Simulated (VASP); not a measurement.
# HCl in VASP: further runs

Runs on HCl. Level: PBE+D3(BJ). Tasks: single point.

All numbers are computed with VASP 6.6.1; they aren't measurements. Logs are shortened: lines on timing, memory, paths and dates and some standing lists are left out, and cuts for length are marked.

**1. The cell of the first run**

The cell holds a disordered packing, 20 atoms: a = 7.417 Å, b = 7.417 Å, c = 7.417 Å, α = 90.00°, β = 90.00°, γ = 90.00°.

**2. Single point, PBE+D3(BJ)**

INCAR reads:

```
ALGO = Normal ; EDIFF = 1E-6
ENCUT = 520 ; GGA = PE
ISIF = 2 ; ISMEAR = -1
IVDW = 12 ; LASPH = T
LCHARG = F ; LREAL = Auto
LWAVE = F ; NBANDS = 56
NELM = 80 ; PREC = Accurate
SIGMA = 0.05
```

KPOINTS reads:

```
k-points
0
Gamma
  1 1 1
```

POSCAR reads:

```
HCl
1.0
    7.4168600000      0.0000000000      0.0000000000
    0.0000000000      7.4168600000      0.0000000000
    0.0000000000      0.0000000000      7.4168600000
Cl H
10 10
Direct
    0.5932977929      0.3342288105      0.6079283989
    0.4053915297      0.1812915519     -0.0152626743
    0.6315075849      0.5716689778      0.2121444914
   -0.0455364577      0.6472413785      0.5807299938
    1.0469517335      0.4991926314      1.0030783890
    0.4804532365      0.7840813192      0.7389137823
    0.7707908570      1.0657121273      0.2747409436
    0.1749369975      0.2654083957      0.4322413823
   -0.0436087798      0.0284319895      0.8251294057
    0.2351428655      0.8281745626      0.2437802288
    0.6198084470      0.4368816855      0.4636520928
    0.3502420275      0.0522781404      0.0931115037
    0.4959604343      0.6796337598      0.2520745286
    0.0410923782      0.5034365609      0.5212030732
    0.9980493108      0.5624319772      0.8432043902
    0.4513617329      0.9470356498      0.8029135415
    0.8381018116      1.0508259850      0.1123416178
    0.3351731274      0.3000347896      0.5029024690
    0.0947799905      0.1256874667      0.8738716019
    0.1715947800      0.7080309408      0.1223814398
```

Potentials or basis: VASP PAW PBE potentials, release 64 (Cl, H).

Started as:

```bash
> cat potpaw_PBE.64/Cl/POTCAR potpaw_PBE.64/H/POTCAR > POTCAR
> mpirun -np 1 vasp_gam > vasp.out
```

OUTCAR:

```text
EDIFF = 1E-6
   ENCUT = 520
   GGA = PE
   ISIF = 2
   ISMEAR = -1
   IVDW = 12
   LASPH = T
   LREAL = Auto
   NELM = 80
   PREC = Accurate
 IVDW          = 12

 ion  position               nearest neighbor table
   1  0.593  0.334  0.608-  11 1.33
   2  0.405  0.181  0.985-  12 1.31
   3  0.632  0.572  0.212-  13 1.32
   4  0.954  0.647  0.581-  14 1.32
   5  0.047  0.499  0.003-  15 1.33
   6  0.480  0.784  0.739-  16 1.32
[... 12 lines left out ...]
  19  0.095  0.126  0.874-   9 1.31
  20  0.172  0.708  0.122-  10 1.35

  LATTYP: Found a simple cubic cell.
 ALAT       =     7.4168600000

  Lattice vectors:

 A1 = (   7.4168600000,   0.0000000000,   0.0000000000)
 A2 = (   0.0000000000,   7.4168600000,   0.0000000000)
 A3 = (   0.0000000000,   0.0000000000,   7.4168600000)

Analysis of symmetry for initial positions (statically):
=====================================================================
 Subroutine PRICEL returns:
 Original cell was already a primitive cell.

 Routine SETGRP: Setting up the symmetry group for a
 simple cubic supercell.

 Subroutine GETGRP returns: Found  1 space group operations
 (whereof  1 operations were pure point group operations)
 out of a pool of 48 trial point group operations.

The static configuration has the point symmetry C_1 .

Analysis of symmetry for dynamics (positions and initial velocities):
=====================================================================
 Subroutine PRICEL returns:
 Original cell was already a primitive cell.

 Routine SETGRP: Setting up the symmetry group for a
 simple cubic supercell.

 Subroutine GETGRP returns: Found  1 space group operations
 (whereof  1 operations were pure point group operations)
 out of a pool of 48 trial point group operations.

The dynamic configuration has the point symmetry C_1 .

 Subroutine INISYM returns: Found  1 space group operations
 (whereof  1 operations are pure point group operations),
 and found     1 'primitive' translations

----------------------------------------------------------------------------------------

                                     Primitive cell

  volume of cell :     408.0001

  direct lattice vectors                    reciprocal lattice vectors
     7.416860000  0.000000000  0.000000000     0.134827946  0.000000000  0.000000000
     0.000000000  7.416860000  0.000000000     0.000000000  0.134827946  0.000000000
     0.000000000  0.000000000  7.416860000     0.000000000  0.000000000  0.134827946

  length of vectors
     7.416860000  7.416860000  7.416860000     0.134827946  0.134827946  0.134827946

  position of ions in fractional coordinates (direct lattice)
     0.593297793  0.334228811  0.607928399
     0.405391530  0.181291552  0.984737326
     0.631507585  0.571668978  0.212144491
     0.954463542  0.647241378  0.580729994
     0.046951734  0.499192631  0.003078389
     0.480453236  0.784081319  0.738913782
[... 12 lines left out ...]
     0.094779991  0.125687467  0.873871602
     0.171594780  0.708030941  0.122381440

  ion indices of the primitive-cell ions
   primitive index   ion index
                 1           1
                 2           2
                 3           3
                 4           4
                 5           5
                 6           6
[... 12 lines left out ...]
                19          19
                20          20

----------------------------------------------------------------------------------------

 KPOINTS: k-points

Automatic generation of k-mesh.
 Grid dimensions read from file:
 generate k-points for:    1    1    1

 Generating k-lattice:

  Cartesian coordinates                     Fractional coordinates (reciprocal lattice)
     0.134827946  0.000000000  0.000000000     1.000000000  0.000000000  0.000000000
     0.000000000  0.134827946  0.000000000     0.000000000  1.000000000  0.000000000
     0.000000000  0.000000000  0.134827946     0.000000000  0.000000000  1.000000000

  Length of vectors
     0.134827946  0.134827946  0.134827946

  Shift w.r.t. Gamma in fractional coordinates (k-lattice)
     0.000000000  0.000000000  0.000000000

 Subroutine IBZKPT returns following result:
 ===========================================

 Found      1 irreducible k-points:

 Following reciprocal coordinates:
            Coordinates               Weight
  0.000000  0.000000  0.000000      1.000000
   k-points           NKPTS =      1   k-points in BZ     NKDIM =      1   number of bands    NBANDS=     56
   number of dos      NEDOS =    301   number of ions     NIONS =     20
   total plane-waves  NPLWV = 175616
   dimension x,y,z NGX =    56 NGY =   56 NGZ =   56
   dimension x,y,z NGXF=   112 NGYF=  112 NGZF=  112
   ions per type =              10  10
   NGX,Y,Z   is equivalent  to a cutoff of  12.55, 12.55, 12.55 a.u.
   NGXF,Y,Z  is equivalent  to a cutoff of  25.10, 25.10, 25.10 a.u.
 SYSTEM =  unknown system
   PREC   = accura    normal or accurate (medium, high low for compatibility)
   ISTART =      0    job   : 0-new  1-cont  2-samecut
   ICHARG =      2    charge: 1-file 2-atom 10-const
   ISPIN  =      1    spin polarized calculation?
   LNONCOLLINEAR =      F non collinear calculations
   LSORBIT =      F    spin-orbit coupling
   LASPH  =      T    aspherical Exc in radial PAW
   ENCUT  =  520.0 eV  38.22 Ry    6.18 a.u.  13.79 13.79 13.79*2*pi/ulx,y,z
   NELM   =     80;   NELMIN=  2; NELMDL= -5     # of ELM steps
   EDIFF  = 0.1E-05   stopping-criterion for ELM
   LREAL  =      T    real-space projection
   EDIFFG = 0.1E-04   stopping-criterion for IOM
   NSW    =      0    number of steps for IOM
   IBRION =     -1    ionic relax: 0-MD 1-quasi-New 2-CG
   NFREE  =      0    steps in history (QN), initial steepest desc. (CG)
   ISIF   =      2    stress and relaxation
   ISYM   =      2    0-nonsym 1-usesym 2-fastsym
   POTIM  = 0.5000    time-step for ionic-motion
   TEBEG  =    0.0;   TEEND  =   0.0 temperature during run
   PSTRESS=    0.0 pullay stress
   NELECT =      80.0000    total number of electrons
   NUPDOWN=      -1.0000    fix difference up-down
   EMIN   =  10.00;   EMAX   =-10.00  energy-range for DOS
   EFERMI =   0.00;   METHOD = LEGACY
   ISMEAR =    -1;   SIGMA  =   0.05  broadening in eV -4-tet -1-fermi 0-gaus
   EFERMI_NEDOS =   21; number of points for ismear=-14 and -15
   IALGO  =     38    algorithm
   IMIX   =      4    mixing-type and parameters
     AMIX     =   0.40;   BMIX     =  1.00
     AMIX_MAG =   1.60;   BMIX_MAG =  1.00
  volume/ion in A,a.u.               =      20.40       137.67
  Fermi-wavevector in a.u.,A,eV,Ry     =   0.951082  1.797285 12.307251  0.904557
  Thomas-Fermi vector in A             =   2.079519
   LORBIT       =      0    0 simple, 1 ext, 2 COOP (PROOUT), +10 PAW based schemes
   GGA     = PE    functional components
   LHFCALC =     F    Hartree Fock is set to
   AEXX    =    0.0000 exact exchange contribution
   IVDW    =    12    specifies the selected vdW correction
   LEPSILON=     F    determine dielectric tensor
   LRPA    =     F    only Hartree local field effects (RPA)
 non-spin polarized calculation
  energy-cutoff  :      520.00
  volume of cell :      408.00
 maximum number of plane-waves:      5534
 NGX is ok and might be reduce to    54
   NGX = 27   NGY = 27   NGZ = 27

 number of electron      80.0000005 magnetization

 Free energy of the ion-electron system (eV)
  ---------------------------------------------------
  ext. energy  EPLUGINS =         0.00000000
  ---------------------------------------------------
  free energy    TOTEN  =       -61.66025042 eV

  energy without entropy =      -61.66025042  energy(sigma->0) =      -61.66025042

 E-fermi :  -1.2634     XC(G=0):  -6.9510

 val. band max:       -2.4995133803   @ k =   0.0000   0.0000   0.0000
 cond. band min:       3.1670118987   @ k =   0.0000   0.0000   0.0000
 fundamental gap:      5.6665252790
 Fermi energy:        -1.2634117540

 k-point     1 :       0.0000    0.0000    0.0000
  band No.  band energies     occupation
      1     -16.9587      2.00000
      2     -16.6166      2.00000
      3     -16.6115      2.00000
      4     -16.4648      2.00000
      5     -16.3442      2.00000
      6     -16.2868      2.00000
[... 44 lines left out ...]
     51       6.2652      0.00000
     52       6.4976      0.00000
 [bands above 52 left out]

------------------------ aborting loop because EDIFF is reached ----------------------------------------

 Edisp (eV)   -1.59494

 E8    (eV) :    -0.4812

  FORCE on cell =-STRESS in cart. coord.  units (eV):
  Direction    XX          YY          ZZ          XY          YZ          ZX
  --------------------------------------------------------------------------------------
  -------------------------------------------------------------------------------------
  Total       0.57517     0.58595     0.63810    -0.29894     0.04879    -0.27506
  in kB       2.25864     2.30097     2.50575    -1.17391     0.19159    -1.08015
  external pressure =        2.36 kB  Pullay stress =        0.00 kB

 VOLUME and BASIS-vectors are now :
 -----------------------------------------------------------------------------
  energy-cutoff  :      520.00
  volume of cell :      408.00
      direct lattice vectors                 reciprocal lattice vectors
     7.416860000  0.000000000  0.000000000     0.134827946  0.000000000  0.000000000
     0.000000000  7.416860000  0.000000000     0.000000000  0.134827946  0.000000000
     0.000000000  0.000000000  7.416860000     0.000000000  0.000000000  0.134827946

 POSITION                                       TOTAL-FORCE (eV/Angst)
 -----------------------------------------------------------------------------------
      4.40041      2.47893      4.50892        -0.021274      0.140474     -0.116432
      3.00673      1.34461      7.30366        -0.129806     -0.063179      0.021908
      4.68380      4.23999      1.57345        -0.300958      0.193519      0.117748
      7.07912      4.80050      4.30719         0.067434     -0.139480      0.004255
      0.34823      3.70244      0.02283         0.001613     -0.137312     -0.025434
      3.56345      5.81542      5.48042        -0.066732      0.365074      0.129817
[... 12 lines left out ...]
      0.70297      0.93221      6.48138        -0.169052     -0.138180     -0.097632
      1.27269      5.25137      0.90769         0.107311      0.298152      0.275727
 -----------------------------------------------------------------------------------
    total drift:                                0.000194      0.000288      0.001164

  FREE ENERGIE OF THE ION-ELECTRON SYSTEM (eV)
  ---------------------------------------------------
  free  energy   TOTEN  =       -63.2551906206 eV

  energy  without entropy=      -63.2551906205  energy(sigma->0) =      -63.25519062
```

It took 56 s on 1 thread of Intel Xeon Platinum 8259CL at 2.50GHz (Skylake/Cascade Lake), shared host; peak memory 0.42 GiB.

What came out:

| Property | Result |
| --- | --- |
| Free energy | -63.2552 eV |
| Pressure | 0.2 GPa |
| Largest force | 0.420 eV/Å |
| Dispersion energy per atom | -0.080 eV |

Forces on the atoms (eV/Å):
```
Cl  -0.021  0.140 -0.116
Cl  -0.130 -0.063  0.022
Cl  -0.301  0.194  0.118
Cl   0.067 -0.139  0.004
Cl   0.002 -0.137 -0.025
Cl  -0.067  0.365  0.130
Cl   0.159 -0.007 -0.207
Cl   0.040  0.024  0.006
Cl   0.200  0.189  0.142
Cl  -0.034 -0.236 -0.244
H    0.010 -0.114  0.088
H    0.042  0.036 -0.044
H    0.233 -0.179 -0.125
H   -0.073  0.102  0.038
H    0.034  0.089 -0.026
H    0.080 -0.380 -0.135
H   -0.129 -0.013  0.208
H   -0.049 -0.031 -0.011
H   -0.169 -0.138 -0.098
H    0.107  0.298  0.276
```

Stress tensor (GPa, compression positive):
```
 0.23 -0.12 -0.11
-0.12  0.23  0.02
-0.11  0.02  0.25
```

Caveat: the k points lie up to 0.85 Å⁻¹ apart.

**3. Single point, PBE+D3(BJ)**

INCAR reads:

```
PREC = Accurate
ENCUT = 520
EDIFF = 1E-7
ISMEAR = -1
SIGMA = 0.05
LREAL = Auto
LASPH = T
NELM = 60
ALGO = Normal
ISIF = 2
LWAVE = F
LCHARG = F
GGA = PE
IVDW = 12
NBANDS = 56
```

KPOINTS reads:

```
regular mesh
0
Gamma
  1 1 1
```

POSCAR reads:

```
HCl
1.0
    7.4168600000      0.0000000000      0.0000000000
    0.0000000000      7.4168600000      0.0000000000
    0.0000000000      0.0000000000      7.4168600000
Cl H
10 10
Direct
    0.6048651316      0.3422607411      0.6287701264
    0.4068972584      0.1799683424     -0.0095188530
    0.6354441098      0.5462823890      0.1973611474
   -0.0551581127      0.6223927646      0.6005910857
    1.0407369156      0.4997667477      1.0276181565
    0.4592105015      0.8254436514      0.7258192820
    0.7789819411      1.0964343401      0.2890576336
    0.1605261526      0.2737411789      0.4039445264
   -0.0298104589     -0.0020898332      0.8099114720
    0.2442947555      0.8280458307      0.2468834520
    0.5945507937      0.3347777901      0.4489366120
    0.3095379986      0.0688161837      0.0727531597
    0.5420083432      0.6903056010      0.2313243071
    0.0452212931      0.4900456527      0.5254919198
    1.0051018895      0.5359006372      0.8529620351
    0.4737314713      0.9734847361      0.8292188338
    0.7237024833      1.0896794600      0.1173137959
    0.2948956836      0.2828825136      0.5286334109
   -0.0916964861      0.1279382380      0.7113926918
    0.1514522318      0.7051501579      0.1572767991
```

Potentials or basis: VASP PAW PBE potentials, release 64 (Cl, H).

Started as:

```bash
> cat potpaw_PBE.64/Cl/POTCAR potpaw_PBE.64/H/POTCAR > POTCAR
> mpirun -np 1 vasp_gam > vasp.out
```

Run time: 60 s. Hardware: 1 thread of Intel Xeon Platinum 8259CL at 2.50GHz (Skylake/Cascade Lake), shared host; peak memory 0.42 GiB.

Results (log left out):

```
Free energy                : -62.4907 eV
Pressure                   : 0.4 GPa
Largest force              : 1.673 eV/Å
Dispersion energy per atom : -0.080 eV
```

Forces on the atoms (eV/Å):
```
Cl  -0.506 -0.195 -0.847
Cl   0.847  1.301 -0.625
Cl  -0.113  0.270  0.015
Cl   0.631 -0.486 -0.320
Cl  -0.026 -0.358 -0.640
Cl   0.174  0.381  0.299
Cl  -0.400 -0.286 -1.295
Cl   1.190  0.031  1.157
Cl  -0.114  0.403  0.056
Cl   0.050  0.155  0.276
H    0.282  0.152  0.914
H   -0.861 -1.093  0.770
H   -0.120 -0.185  0.011
H   -0.569  0.571  0.236
H    0.074  0.181  0.413
H   -0.165 -0.747 -0.571
H    0.395  0.054  1.167
H   -0.841 -0.062 -0.907
H    0.000 -0.124  0.110
H    0.075  0.037 -0.217
```

Stress tensor (GPa, compression positive):
```
 0.56  0.55 -1.11
 0.55  1.21  0.07
-1.11  0.07 -0.51
```

Levels at points of the mesh, in eV from the Fermi level:
```
           k point  band 37  band 38  band 39  band 40  band 41  band 42  band 43  band 44
(0.00, 0.00, 0.00)    -1.61    -1.53    -1.31    -1.27     3.83     4.69     4.90     5.43
```

Caveat: the k points lie up to 0.85 Å⁻¹ apart.
